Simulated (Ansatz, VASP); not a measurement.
Hf in VASP and in Ansatz

```
Hf
1.0
     5.09423    0.00000    0.00000
    -2.54711    4.41173    0.00000
     0.00000    0.00000    3.16074
Hf
3
Cartesian
  2.5471 4.4117 0.0000
  0.0000 2.9412 1.5804
  2.5471 1.4706 1.5804
```

Alike in both runs: task single point; functional revPBE; k mesh 8 × 8 × 11; occupations fermi-dirac, width 0.1 eV; no spin polarisation.

|  | VASP | Ansatz |
| --- | --- | --- |
| version | VASP 6.6.1 | Ansatz 0.2.0 |
| potentials or method | VASP PAW PBE potentials, release 64 (Hf_pv), cutoff 520 eV | plane waves (420 eV) with PAW, scalar-relativistic |
| valence electrons in the cell | 30 | 78 |

Ansatz gave:

| Quantity | Value |
| --- | --- |
| pressure (GPa) | -3.7 |
| traceless stress, the component that is largest in VASP (GPa) | 0.03 |

Task: What did VASP give for the same quantities?

Result: Pressure (GPa): -4.2; traceless stress, the component that is largest in VASP (GPa): 0.11.

VASP's potentials were made for PBE, not for revPBE. With one functional, cell and mesh, what is left measures potentials, basis and numerics. VASP's potentials hold 30 valence electrons a cell and Ansatz's 78, so a difference there can come from the potentials and not from the codes.

Spin-orbit coupling is off throughout.
